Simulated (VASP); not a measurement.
# Sb (Pm-3m) in VASP: notebook, part 3 of 3

VASP 6.6.1. The steps go on from the part before.

## Step 4: Relaxation of cell and atoms, r2SCAN, target pressure 25 GPa, at which the enthalpy is minimised

This run uses another cell than the first one, of 23.47 Å³/atom.

File POSCAR:

```
Sb
1.0
    2.8632791728      0.0000000000      0.0000000000
    0.0000000000      2.8632791728      0.0000000000
    0.0000000000      0.0000000000      2.8632791728
Sb
1
Direct
    0.0000000000      0.0000000000      0.0000000000
```

File INCAR.step1:

```
SYSTEM = Sb
PREC = Accurate ; ENCUT = 600
ISMEAR = 0 ; SIGMA = 0.1
LREAL = .FALSE. ; LASPH = .TRUE.
NELM = 80 ; GGA = PE
ALGO = Normal ; EDIFF = 1E-4
LWAVE = .TRUE. ; LCHARG = .FALSE.
```

File INCAR.step2:

```
SYSTEM = Sb
PREC = Accurate ; ENCUT = 600
EDIFF = 1E-6 ; ISMEAR = 0
SIGMA = 0.1 ; LREAL = .FALSE.
LASPH = .TRUE. ; NELM = 80
ALGO = Normal ; ISIF = 3
LWAVE = .FALSE. ; LCHARG = .FALSE.
METAGGA = R2SCAN ; LMIXTAU = .TRUE.
IBRION = 2 ; NSW = 70
EDIFFG = -0.008 ; PSTRESS = 250.0
ISTART = 1
```

File KPOINTS:

```
Automatic mesh
0
G
  14 14 14
  0 0 0
```

Potentials or basis: VASP PAW PBE potentials, release 64 (Sb).

Command:

```bash
cat potpaw_PBE.64/Sb/POTCAR > POTCAR
cp INCAR.step1 INCAR
mpirun -np 1 vasp_std > vasp.out
cp INCAR.step2 INCAR
mpirun -np 1 vasp_std > vasp.out
```

OUTCAR:

```text
SYSTEM = Sb
   PREC = Accurate
   ENCUT = 600
   EDIFF = 1E-6
   ISMEAR = 0
   LREAL = .FALSE.
   LASPH = .TRUE.
   NELM = 80
   ISIF = 3
   METAGGA = R2SCAN
   IBRION = 2
   NSW = 70
   EDIFFG = -0.008
   PSTRESS = 250.0
   ISTART = 1

 ion  position               nearest neighbor table
   1  0.000  0.000  0.000-

  LATTYP: Found a simple cubic cell.
 ALAT       =     2.8632791728

  Lattice vectors:

 A1 = (   2.8632791728,   0.0000000000,   0.0000000000)
 A2 = (   0.0000000000,   2.8632791728,   0.0000000000)
 A3 = (   0.0000000000,   0.0000000000,   2.8632791728)

Analysis of symmetry for initial positions (statically):
=====================================================================
 Subroutine PRICEL returns:
 Original cell was already a primitive cell.

 Routine SETGRP: Setting up the symmetry group for a
 simple cubic supercell.

 Subroutine GETGRP returns: Found 48 space group operations
 (whereof 48 operations were pure point group operations)
 out of a pool of 48 trial point group operations.

The static configuration has the point symmetry O_h .

[... 166 lines left out ...]
  --------------------------------------------------------------------------------------
  -------------------------------------------------------------------------------------
  Total        3.4238834      3.4238834      3.4238834     -0.0000000     -0.0000000     -0.0000000
  in kB      233.6891027    233.6891027    233.6891027     -0.0000000     -0.0000000     -0.0000000
  external PRESSURE =     -16.3108973 kB  Pullay stress =     250.0000000 kB
[... 61 lines left out ...]
--------------------------------------- Ionic step        3  -------------------------------------------

 number of electron       5.0000001 magnetization

 Free energy of the ion-electron system (eV)
  ---------------------------------------------------
  ext. energy  EPLUGINS =         0.00000000
  ---------------------------------------------------
  free energy    TOTEN  =       -25.26684836 eV

  energy without entropy =      -25.26457681  energy(sigma->0) =      -25.26571258

 E-fermi :  10.6561     XC(G=0): -11.2617

 val. band max:       10.6466622713   @ k =   0.2857   0.2143   0.0714
 cond. band min:      10.6813167754   @ k =   0.5000   0.2857   0.2143
 fundamental gap:      0.0346545041
 Fermi energy:        10.6561476550

 k-point     1 :       0.0000    0.0000    0.0000
  band No.  band energies     occupation
      1      -4.6352      2.00000
      2      14.7405      0.00000
      3      14.7405      0.00000
      4      14.7405      0.00000
      5      18.1559      0.00000
      6      18.1559      0.00000
[... 199 lines left out ...]
 k-point    24 :       0.3571    0.2143    0.0000
  band No.  band energies     occupation
      1      -1.3672      2.00000
      2       5.7333      2.00000
      3      11.2415      0.00000
      4      17.9742      0.00000
      5      18.3581      0.00000
      6      21.5513      0.00000

 [... further k-points ...]

------------------------ aborting loop because EDIFF is reached ----------------------------------------

  FORCE on cell =-STRESS in cart. coord.  units (eV):
  Direction    XX          YY          ZZ          XY          YZ          ZX
  --------------------------------------------------------------------------------------
  -------------------------------------------------------------------------------------
  Total        3.6290385      3.6290385      3.6290385     -0.0000000      0.0000000      0.0000000
  in kB      250.1192249    250.1192249    250.1192249     -0.0000000      0.0000000      0.0000000
  external PRESSURE =       0.1192249 kB  Pullay stress =     250.0000000 kB
[... 20 lines left out ...]
  energy  without entropy=      -25.2645768119  energy(sigma->0) =      -25.26571258

  enthalpy is  TOTEN    =       -21.6395397305 eV   P V=        3.6273086254

 reached required accuracy - stopping structural energy minimisation
```

OUTCAR.step1:

```text
SYSTEM = Sb
   PREC = Accurate
   ENCUT = 600
   ISMEAR = 0
   LREAL = .FALSE.
   LASPH = .TRUE.
   NELM = 80
[... 433 lines left out ...]
 -----------------------------------------------------------------------------------
      0.00000      0.00000      0.00000         0.000000      0.000000      0.000000
 -----------------------------------------------------------------------------------
    total drift:                               -0.000000      0.000000      0.000000

  FREE ENERGIE OF THE ION-ELECTRON SYSTEM (eV)
  ---------------------------------------------------
  free  energy   TOTEN  =        -3.7069520116 eV

  energy  without entropy=       -3.7051682805  energy(sigma->0) =       -3.70606015
```

Wall time 82 s (1 thread of Intel Xeon Platinum 8375C at 2.90GHz (Ice Lake), shared host); peak memory 0.16 GiB.

Results:

- Free energy: -25.2668 eV
- Relaxed volume: 23.25 Å³/atom
- Relaxed cell: a = 2.854 Å, b = 2.854 Å, c = 2.854 Å, α = 90.00°, β = 90.00°, γ = 90.00°
- Space group after relaxing (to 0.1 Å): Pm-3m (No. 221)
- Energy change on relaxing (the run minimises the enthalpy): +34.4 meV/atom
- Ionic steps: 3
- Pressure after relaxing: 25.0 GPa
- Band gap on the k mesh: zero (an odd number of electrons rules out a gap without spin polarisation)

The path:
| step | energy change (eV) | largest force (eV/Å) | pressure (GPa) | volume (Å³) |
| --- | --- | --- | --- | --- |
| 1 | 0.0000 | 0.0000 | 23.37 | 23.47 |
| 2 | 0.1318 | 0.0000 | 29.46 | 22.67 |
| 3 | 0.0344 | 0.0000 | 25.01 | 23.25 |

Final structure:
```yaml
crystal:
  lattice:
    - [2.85399, 0.00000, 0.00000]
    - [0.00000, 2.85399, 0.00000]
    - [0.00000, 0.00000, 2.85399]
  atoms:
    - { symbol: Sb, position: [0.00000, 0.00000, 0.00000] }
```

Levels at points of the mesh, in eV from the Fermi level:
```tsv
k point	band 1	band 2	band 3	band 4	band 5	band 6
(0.00, 0.00, 0.00)	-15.29	4.08	4.08	4.08	7.50	7.50
(0.50, 0.00, 0.00)	-11.64	-7.89	7.23	7.23	10.09	11.98
(0.50, 0.50, 0.00)	-7.54	-5.10	-5.10	1.41	10.80	14.78
(0.50, 0.50, 0.50)	-2.55	-2.38	-2.38	-2.38	4.72	4.72
```

Caveat: the cell is relaxed towards a set pressure, so the run minimises the enthalpy, not the energy; the PAW data sets were made with another functional, which shifts forces and pressure a little; spin-orbit coupling is left out, which moves the levels of the heavy elements.

## Step 5: Relaxation of cell and atoms, r2SCAN, target pressure 12 GPa, at which the enthalpy is minimised

This run uses another cell than the first one, of 25.54 Å³/atom.

File POSCAR:

```
Sb
1.0
    2.9450322618      0.0000000000      0.0000000000
    0.0000000000      2.9450322618      0.0000000000
    0.0000000000      0.0000000000      2.9450322618
Sb
1
Direct
    0.0000000000      0.0000000000      0.0000000000
```

File INCAR.step1:

```
SYSTEM = Sb
ALGO = Normal
EDIFF = 1E-4
ENCUT = 600
GGA = PE
ISMEAR = 0
LASPH = .True.
LCHARG = .False.
LREAL = .False.
LWAVE = .True.
NELM = 80
PREC = Accurate
SIGMA = 0.1
```

File INCAR.step2:

```
SYSTEM = Sb
ALGO = Normal
EDIFF = 1E-6
EDIFFG = -0.008
ENCUT = 600
IBRION = 2
ISIF = 3
ISMEAR = 0
ISTART = 1
LASPH = .True.
LCHARG = .False.
LMIXTAU = .True.
LREAL = .False.
LWAVE = .False.
METAGGA = R2SCAN
NELM = 80
NSW = 70
PREC = Accurate
PSTRESS = 120.0
SIGMA = 0.1
```

File KPOINTS:

```
k-points
0
Gamma
  14 14 14
  0 0 0
```

Command:

```bash
cat potpaw_PBE.64/Sb/POTCAR > POTCAR
cp INCAR.step1 INCAR
mpirun -np 1 vasp_std > vasp.out
cp INCAR.step2 INCAR
mpirun -np 1 vasp_std > vasp.out
```

Wall time 58 s (1 thread of Intel Xeon Platinum 8375C at 2.90GHz (Ice Lake), shared host); peak memory 0.16 GiB.

The run converged. Its results:

```
Free energy                                                : -25.5173 eV
Relaxed volume                                             : 25.48 Å³/atom
Relaxed cell                                               : a = 2.943 Å, b = 2.943 Å, c = 2.943 Å, α = 90.00°, β = 90.00°, γ = 90.00°
Space group after relaxing (to 0.1 Å)                      : Pm-3m (No. 221)
Energy change on relaxing (the run minimises the enthalpy) : +4.9 meV/atom
Ionic steps                                                : 3
Pressure after relaxing                                    : 12.0 GPa
Band gap on the k mesh                                     : zero (an odd number of electrons rules out a gap without spin polarisation)
```

Step by step:
```csv
step,energy change (eV),largest force (eV/Å),pressure (GPa),volume (Å³)
1,0.0000,0.0000,11.71,25.54
2,0.0129,0.0000,12.49,25.37
3,0.0049,0.0000,12.01,25.48
```

Final structure:
```
Sb
1.0
     2.94250    0.00000    0.00000
     0.00000    2.94250    0.00000
     0.00000    0.00000    2.94250
Sb
1
Direct
  0.00000 0.00000 0.00000
```

Levels at points of the mesh, in eV from the Fermi level:
```csv
k point,band 1,band 2,band 3,band 4,band 5,band 6
"(0.00, 0.00, 0.00)",-14.38,3.84,3.84,3.84,7.38,7.38
"(0.50, 0.00, 0.00)",-11.15,-7.10,6.58,6.58,9.78,11.75
"(0.50, 0.50, 0.00)",-7.59,-4.60,-4.60,1.82,9.57,14.57
"(0.50, 0.50, 0.50)",-3.34,-2.17,-2.17,-2.17,4.89,4.89
```

Caveat: the cell is relaxed towards a set pressure, so the run minimises the enthalpy, not the energy; the PAW data sets were made with another functional, which shifts forces and pressure a little; spin-orbit coupling is left out, which moves the levels of the heavy elements.

## Step 6: Summary

| task | cell | cutoff (eV) | gap on the mesh (eV) | pressure (GPa) |
| --- | --- | --- | --- | --- |
| single point | a = 3.070 Å, 1 atom | 520 | none | 1.0 |
| single point | a = 3.106 Å, 1 atom | 520 | none | -1.0 |
| relaxation of cell and atoms | relaxed to 25 GPa from a = 2.863 Å, 1 atom | 600 | none | 25.0 |
| relaxation of cell and atoms | relaxed to 12 GPa from a = 2.945 Å, 1 atom | 600 | none | 12.0 |

Alike in all rows: level r2SCAN; potentials or basis VASP PAW PBE potentials, release 64 (Sb); no spin polarisation; k mesh 14 × 14 × 14; smearing gaussian 0.1 eV.

Caveats: the PAW data sets were made with another functional, which shifts forces and pressure a little; spin-orbit coupling is left out, which moves the levels of the heavy elements; the cell is relaxed towards a set pressure, so the run minimises the enthalpy, not the energy (at least some runs).

Total energies depend on the potentials used, so only differences within one code and one set of settings carry meaning.
